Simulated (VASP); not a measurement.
Input of a VASP 6.6.1 run:

File INCAR:

```
PREC = Accurate ; ENCUT = 600
EDIFF = 1E-7 ; ISMEAR = 0
SIGMA = 0.1 ; LREAL = F
LASPH = T ; NELM = 80
ALGO = Fast ; ISIF = 3
LWAVE = F ; LCHARG = F
GGA = PE ; IBRION = 2
NSW = 100 ; EDIFFG = -0.005
```

KPOINTS

```
regular mesh
0
Gamma
  18 18 18
```

Contents of POSCAR:

```
Al
1.0
   -1.5912186900      1.5912186900      1.5912186900
    1.5912186900     -1.5912186900      1.5912186900
    1.5912186900      1.5912186900     -1.5912186900
Al
1
Direct
    0.0000000000      0.0000000000      0.0000000000
```

Potentials or basis: VASP PAW PBE potentials, release 64 (Al).

Launch:

```bash
$ cat potpaw_PBE.64/Al/POTCAR > POTCAR
$ mpirun -np 1 vasp_std > vasp.out
```

Task: Predict the band gap on the k mesh.

Result: Zero (an odd number of electrons rules out a gap without spin polarisation).

Task: What does it give for the relaxed cell?

Result: a = 2.802 Å, b = 2.802 Å, c = 2.802 Å, α = 109.47°, β = 109.47°, γ = 109.47°.

Task: Estimate the relaxed volume.

Result: 16.93 Å³/atom.

The path:
```csv
step,energy change (eV),largest force (eV/Å),pressure (GPa),volume (Å³)
1,0.0000,0.0000,3.83,16.12
2,-0.0093,0.0000,-0.40,17.03
3,-0.0094,0.0000,0.01,16.93
```
